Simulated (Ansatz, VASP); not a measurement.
**Two plane-wave programs on Lu3Si**

```
Lu Si
1.0
     4.48004    0.00000    0.00000
     0.00000    4.48004    0.00000
     0.00000    0.00000    4.48004
Lu Si
3 1
Direct
  0.50000 0.50000 0.00000
  0.50000 0.00000 0.50000
  0.00000 0.50000 0.50000
  0.00000 0.00000 0.00000
```

Alike in both runs: task single point; functional PBE; k mesh 6 × 6 × 6; occupations fermi-dirac, width 0.05 eV; no spin polarisation.

|  | VASP | Ansatz |
| --- | --- | --- |
| version | VASP 6.6.1 | Ansatz 0.2.0 |
| potentials or method | VASP PAW PBE potentials, release 64 (Lu, Si) | Ansatz PAW |
| plane-wave cutoff (eV) | 520 | 420 |
| valence electrons in the cell | 79 | 79 |

```csv
,VASP,Ansatz,Ansatz less VASP
gap on the k mesh at the Fermi level (eV),none,none,-
pressure (GPa),2.0,1.7,-0.27
```

A gap of «none» marks a metal or a gap that the smearing closes. With one functional, cell and mesh, what is left measures potentials, basis and numerics.

Spin-orbit coupling is off throughout.
